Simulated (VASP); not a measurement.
# AlPt (Pm-3m) in VASP: further runs

The runs below take AlPt through single point, relaxation of volume and atoms at fixed shape, with LDA.

All numbers are computed with VASP 6.6.1; they aren't measurements. Logs are shortened: lines on timing, memory, paths and dates and some standing lists are left out, and cuts for length are marked.

**1. The cell of the first run**

Symmetry: Pm-3m, No. 221, cubic system. The conventional cell has a = 3.038 Å, b = 3.038 Å, c = 3.038 Å, α = 90.00°, β = 90.00°, γ = 90.00°. Within 3.5 Å of Al (site symmetry m-3m) lie 8 Pt at 2.63 Å and 6 Al at 3.04 Å. Pt (site symmetry m-3m) has 8 Al at 2.63 Å and 6 Pt at 3.04 Å within 3.5 Å.

**2. Single point, LDA**

INCAR

```
ALGO = Normal ; EDIFF = 1E-6
ENCUT = 500 ; GGA = CA
GGA_COMPAT = False ; ISIF = 2
ISMEAR = -1 ; LASPH = True
LCHARG = True ; LELF = True
LREAL = False ; LVHAR = True
LWAVE = False ; NBANDS = 14
NELM = 120 ; PREC = Accurate
SIGMA = 0.05
```

KPOINTS

```
k-points
0
Gamma
  7 7 7
```

POSCAR

```
AlPt
1.0
    3.0376235459      0.0000000000      0.0000000000
    0.0000000000      3.0376235459      0.0000000000
    0.0000000000      0.0000000000      3.0376235459
Al Pt
1 1
Direct
    0.0000000000      0.0000000000      0.0000000000
    0.5000000000      0.5000000000      0.5000000000
```

Potentials or basis: VASP PAW LDA potentials, release 64 (Al, Pt).

Launch:

```sh
$ cat potpaw_LDA.64/Al/POTCAR potpaw_LDA.64/Pt/POTCAR > POTCAR
$ mpirun -np 1 vasp_std > vasp.out
```

OUTCAR:

```text
EDIFF = 1E-6
   ENCUT = 500
   GGA = CA
   ISIF = 2
   ISMEAR = -1
   LASPH = True
   LREAL = False
   NELM = 120
   PREC = Accurate

 ion  position               nearest neighbor table
   1  0.000  0.000  0.000-   2 2.63   2 2.63   2 2.63   2 2.63   2 2.63   2 2.63   2 2.63   2 2.63

   2  0.500  0.500  0.500-   1 2.63   1 2.63   1 2.63   1 2.63   1 2.63   1 2.63   1 2.63   1 2.63

  LATTYP: Found a simple cubic cell.
 ALAT       =     3.0376235459

  Lattice vectors:

 A1 = (   3.0376235459,   0.0000000000,   0.0000000000)
 A2 = (   0.0000000000,   3.0376235459,   0.0000000000)
 A3 = (   0.0000000000,   0.0000000000,   3.0376235459)

Analysis of symmetry for initial positions (statically):
=====================================================================
 Subroutine PRICEL returns:
 Original cell was already a primitive cell.

 Routine SETGRP: Setting up the symmetry group for a
 simple cubic supercell.

 Subroutine GETGRP returns: Found 48 space group operations
 (whereof 48 operations were pure point group operations)
 out of a pool of 48 trial point group operations.

The static configuration has the point symmetry O_h .

Analysis of symmetry for dynamics (positions and initial velocities):
=====================================================================
 Subroutine PRICEL returns:
 Original cell was already a primitive cell.

 Routine SETGRP: Setting up the symmetry group for a
 simple cubic supercell.

 Subroutine GETGRP returns: Found 48 space group operations
 (whereof 48 operations were pure point group operations)
 out of a pool of 48 trial point group operations.

The dynamic configuration has the point symmetry O_h .

 Subroutine INISYM returns: Found 48 space group operations
 (whereof 48 operations are pure point group operations),
 and found     1 'primitive' translations

----------------------------------------------------------------------------------------

                                     Primitive cell

  volume of cell :      28.0286

  direct lattice vectors                    reciprocal lattice vectors
     3.037623546  0.000000000  0.000000000     0.329204717  0.000000000  0.000000000
     0.000000000  3.037623546  0.000000000     0.000000000  0.329204717  0.000000000
[... 86 lines left out ...]
   ISIF   =      2    stress and relaxation
   ISYM   =      2    0-nonsym 1-usesym 2-fastsym
   POTIM  = 0.5000    time-step for ionic-motion
   TEBEG  =    0.0;   TEEND  =   0.0 temperature during run
   PSTRESS=    0.0 pullay stress
   NELECT =      13.0000    total number of electrons
   NUPDOWN=      -1.0000    fix difference up-down
   EMIN   =  10.00;   EMAX   =-10.00  energy-range for DOS
   EFERMI =   0.00;   METHOD = LEGACY
   ISMEAR =    -1;   SIGMA  =   0.05  broadening in eV -4-tet -1-fermi 0-gaus
   EFERMI_NEDOS =   21; number of points for ismear=-14 and -15
   IALGO  =     38    algorithm
   IMIX   =      4    mixing-type and parameters
     AMIX     =   0.40;   BMIX     =  1.00
     AMIX_MAG =   1.60;   BMIX_MAG =  1.00
  volume/ion in A,a.u.               =      14.01        94.57
  Fermi-wavevector in a.u.,A,eV,Ry     =   1.267230  2.394717 21.849202  1.605871
  Thomas-Fermi vector in A             =   2.400389
   LORBIT       =      0    0 simple, 1 ext, 2 COOP (PROOUT), +10 PAW based schemes
   GGA     = CA    functional components
   LHFCALC =     F    Hartree Fock is set to
   AEXX    =    0.0000 exact exchange contribution
   IVDW    =     0    specifies the selected vdW correction
   LEPSILON=     F    determine dielectric tensor
   LRPA    =     F    only Hartree local field effects (RPA)
 non-spin polarized calculation
  energy-cutoff  :      500.00
  volume of cell :       28.03
 maximum number of plane-waves:       739
 NGX is ok and might be reduce to    24
   NGX = 11   NGY = 11   NGZ = 11

 number of electron      13.0000001 magnetization

 Free energy of the ion-electron system (eV)
  ---------------------------------------------------
  ext. energy  EPLUGINS =         0.00000000
  ---------------------------------------------------
  free energy    TOTEN  =       -13.62406393 eV

  energy without entropy =      -13.62038618  energy(sigma->0) =      -13.62222506

 E-fermi :  11.6477     XC(G=0): -12.5435

 val. band max:       11.3690604266   @ k =   0.2857   0.0000   0.0000
 cond. band min:      11.7603905851   @ k =   0.4286   0.2857   0.2857
 fundamental gap:      0.3913301585
 Fermi energy:        11.6477122428

 k-point     1 :       0.0000    0.0000    0.0000
  band No.  band energies     occupation
      1      -0.6106      2.00000
      2       5.4155      2.00000
      3       5.4155      2.00000
      4       8.6337      2.00000
      5       8.6337      2.00000
      6       8.6337      2.00000
      7      15.3211      0.00000
      8      15.3211      0.00000
      9      15.3211      0.00000
     10      20.7019      0.00000
     11      20.7019      0.00000
     12      21.6078      0.00000
     13      29.3545      0.00000
     14      29.3545      0.00000
[... 309 lines left out ...]
      1       4.4439      2.00000
      2       4.7476      2.00000
      3       4.7476      2.00000
      4       9.5144      2.00000
      5       9.5144      2.00000
      6      11.1663      1.99987
      7      12.6312      0.00000
      8      13.5594      0.00000
      9      13.5594      0.00000
     10      17.1502      0.00000
     11      18.0985      0.00000
     12      18.0985      0.00000
     13      19.6720      0.00000
     14      33.4622      0.00000

------------------------ aborting loop because EDIFF is reached ----------------------------------------

  FORCE on cell =-STRESS in cart. coord.  units (eV):
  Direction    XX          YY          ZZ          XY          YZ          ZX
  --------------------------------------------------------------------------------------
  -------------------------------------------------------------------------------------
  Total        0.1129340      0.1129340      0.1129340     -0.0000000      0.0000000     -0.0000000
  in kB        6.4555517      6.4555517      6.4555517     -0.0000000      0.0000000     -0.0000000
  external PRESSURE =       6.4555517 kB  Pullay stress =       0.0000000 kB

 VOLUME and BASIS-vectors are now :
 -----------------------------------------------------------------------------
  energy-cutoff  :      500.00
  volume of cell :       28.03
      direct lattice vectors                 reciprocal lattice vectors
     3.037623546  0.000000000  0.000000000     0.329204717  0.000000000  0.000000000
     0.000000000  3.037623546  0.000000000     0.000000000  0.329204717  0.000000000
     0.000000000  0.000000000  3.037623546     0.000000000  0.000000000  0.329204717

 POSITION                                       TOTAL-FORCE (eV/Angst)
 -----------------------------------------------------------------------------------
      0.00000      0.00000      0.00000         0.000000      0.000000      0.000000
      1.51881      1.51881      1.51881         0.000000      0.000000      0.000000
 -----------------------------------------------------------------------------------
    total drift:                                0.000000     -0.000000     -0.000000

  FREE ENERGIE OF THE ION-ELECTRON SYSTEM (eV)
  ---------------------------------------------------
  free  energy   TOTEN  =       -13.6240639303 eV

  energy  without entropy=      -13.6203861831  energy(sigma->0) =      -13.62222506
```

stdout:

```text
POSCAR found type information on POSCAR AlPt
 POSCAR found :  2 types and       2 ions
 scaLAPACK will be used
 LDA part: xc-table for (Slater(with rela. corr.)+CA(PZ))
 , standard interpolation
 POSCAR, INCAR and KPOINTS ok, starting setup
 FFT: planning ... GRIDC
 FFT: planning ... GRID_SOFT
 FFT: planning ... GRID
 WAVECAR not read
 entering main loop
```

It took 4.6 s on 1 thread of Intel Xeon Platinum 8488C (Sapphire Rapids), shared host; peak memory 0.13 GiB.

Results:

```yaml
Free_energy: -13.6241 eV
Pressure: 0.6 GPa
```

Levels at points of the mesh, in eV from the Fermi level:
```tsv
k point	band 4	band 5	band 6	band 7	band 8	band 9
(0.00, 0.00, 0.00)	-3.01	-3.01	-3.01	3.67	3.67	3.67
```

Caveat: spin-orbit coupling is left out, which moves the levels of the heavy elements.

**3. Relaxation of volume and atoms at fixed shape, LDA**

This run uses another cell than the first one, of 14.77 Å³/atom, 1.054 times its volume.

INCAR

```
ALGO     = Normal         # electronic algorithm
EDIFF    = 1E-7           # SCF threshold, eV
EDIFFG   = -0.01          # ionic threshold
ENCUT    = 500            # plane-wave cutoff, eV
GGA_COMPAT= False        
IBRION   = 2              # ionic algorithm
ISIF     = 8              # what is computed and relaxed
ISMEAR   = -1             # smearing method
LASPH    = True           # aspherical terms in the spheres
LCHARG   = False          # write CHGCAR
LREAL    = False          # projectors in reciprocal space
LWAVE    = False          # write WAVECAR
NELM     = 120            # most SCF steps
NELMIN   = 4            
NSW      = 80             # ionic steps
PREC     = Accurate       # precision mode
SIGMA    = 0.05           # smearing width, eV
```

KPOINTS is that of step 2.

POSCAR

```
AlPt
1.0
    3.0915460000      0.0000000000      0.0000000000
    0.0000000000      3.0915460000      0.0000000000
    0.0000000000      0.0000000000      3.0915460000
Al Pt
1 1
Direct
    0.0000000000      0.0000000000      0.0000000000
    0.5000000000      0.5000000000      0.5000000000
```

Potentials or basis: VASP PAW LDA potentials, release 64 (Al, Pt).

Launch:

```sh
$ cat potpaw_LDA.64/Al/POTCAR potpaw_LDA.64/Pt/POTCAR > POTCAR
$ mpirun -np 1 vasp_std > vasp.out
```

OUTCAR:

```text
EDIFF = 1E-7
   EDIFFG = -0.01
   ENCUT = 500
   IBRION = 2
   ISIF = 8
   ISMEAR = -1
   LASPH = True
   LREAL = False
   NELM = 120
   NELMIN = 4
   NSW = 80
   PREC = Accurate

 ion  position               nearest neighbor table
   1  0.000  0.000  0.000-   2 2.68   2 2.68   2 2.68   2 2.68   2 2.68   2 2.68   2 2.68   2 2.68

   2  0.500  0.500  0.500-   1 2.68   1 2.68   1 2.68   1 2.68   1 2.68   1 2.68   1 2.68   1 2.68

  LATTYP: Found a simple cubic cell.
 ALAT       =     3.0915460000

  Lattice vectors:

 A1 = (   3.0915460000,   0.0000000000,   0.0000000000)
 A2 = (   0.0000000000,   3.0915460000,   0.0000000000)
 A3 = (   0.0000000000,   0.0000000000,   3.0915460000)

Analysis of symmetry for initial positions (statically):
=====================================================================
 Subroutine PRICEL returns:
 Original cell was already a primitive cell.

 Routine SETGRP: Setting up the symmetry group for a
[... 172 lines left out ...]
  Total       -1.7523666     -1.7523666     -1.7523666      0.0000000      0.0000000      0.0000000
  in kB      -95.0185515    -95.0185515    -95.0185515      0.0000000      0.0000000      0.0000000
  external PRESSURE =     -95.0185515 kB  Pullay stress =       0.0000000 kB
[... 95 lines left out ...]
--------------------------------------- Ionic step        4  -------------------------------------------

 number of electron      13.0000000 magnetization

 Free energy of the ion-electron system (eV)
  ---------------------------------------------------
  ext. energy  EPLUGINS =         0.00000000
  ---------------------------------------------------
  free energy    TOTEN  =       -13.62491343 eV

  energy without entropy =      -13.62123432  energy(sigma->0) =      -13.62307387

 E-fermi :  11.5953     XC(G=0): -12.5284

 val. band max:       11.3174466070   @ k =   0.2857   0.0000   0.0000
 cond. band min:      11.7080108338   @ k =   0.4286   0.2857   0.2857
 fundamental gap:      0.3905642269
 Fermi energy:        11.5952704597

 k-point     1 :       0.0000    0.0000    0.0000
  band No.  band energies     occupation
      1      -0.6308      2.00000
      2       5.3912      2.00000
      3       5.3912      2.00000
      4       8.5930      2.00000
      5       8.5930      2.00000
      6       8.5930      2.00000
      7      15.2667      0.00000
      8      15.2667      0.00000
      9      15.2667      0.00000
     10      20.6423      0.00000
[... 274 lines left out ...]
  FREE ENERGIE OF THE ION-ELECTRON SYSTEM (eV)
  ---------------------------------------------------
  free  energy   TOTEN  =       -13.6249134326 eV

  energy  without entropy=      -13.6212343171  energy(sigma->0) =      -13.62307387

 reached required accuracy - stopping structural energy minimisation
```

OSZICAR:

```text
N       E                     dE             d eps       ncg     rms          rms(c)
DAV:   1     0.460034734795E+02    0.46003E+02   -0.56068E+03   408   0.105E+03
DAV:   2    -0.123639544263E+02   -0.58367E+02   -0.55421E+02   466   0.197E+02
DAV:   3    -0.141083934948E+02   -0.17444E+01   -0.17303E+01   464   0.323E+01
[... 33 lines left out ...]
DAV:   1    -0.136250444334E+02   -0.15467E-03   -0.24114E-03   410   0.534E-01    0.782E-02
DAV:   2    -0.136249168482E+02    0.12759E-03   -0.79455E-04   408   0.257E-01    0.176E-02
DAV:   3    -0.136249141119E+02    0.27363E-05   -0.10697E-05   406   0.326E-02    0.101E-02
DAV:   4    -0.136249134082E+02    0.70376E-06   -0.25698E-06   432   0.964E-03    0.206E-03
DAV:   5    -0.136249134326E+02   -0.24436E-07   -0.10490E-07   220   0.287E-03
   4 F= -.13624913E+02 E0= -.13623074E+02  d E =-.447493E-01
```

Run time: 13 s. Hardware: 1 thread of Intel Xeon Platinum 8488C (Sapphire Rapids), shared host; peak memory 0.13 GiB.

Results:

```
Free energy                            : -13.6249 eV
Relaxed volume                         : 14.06 Å³/atom
Relaxed cell                           : a = 3.041 Å, b = 3.041 Å, c = 3.041 Å, α = 90.00°, β = 90.00°, γ = 90.00°
Space group after relaxing (to 0.05 Å) : Pm-3m (No. 221)
Energy gained by relaxing              : 22.4 meV/atom
Ionic steps                            : 4
Pressure after relaxing                : 0.0 GPa
```

Step by step:
| step | energy change (eV) | largest force (eV/Å) | pressure (GPa) | volume (Å³) |
| --- | --- | --- | --- | --- |
| 1 | 0.0000 | 0.0000 | -9.50 | 29.55 |
| 2 | 0.0837 | 0.0000 | 20.62 | 25.96 |
| 3 | -0.0447 | 0.0000 | -0.24 | 28.14 |
| 4 | -0.0447 | 0.0000 | -0.02 | 28.11 |

Final structure:
```yaml
crystal:
  lattice:
    - [3.04068, 0.00000, 0.00000]
    - [0.00000, 3.04068, 0.00000]
    - [0.00000, 0.00000, 3.04068]
  atoms:
    - { symbol: Al, position: [0.00000, 0.00000, 0.00000] }
    - { symbol: Pt, position: [0.50000, 0.50000, 0.50000] }
```

Caveat: spin-orbit coupling is left out, which moves the levels of the heavy elements.
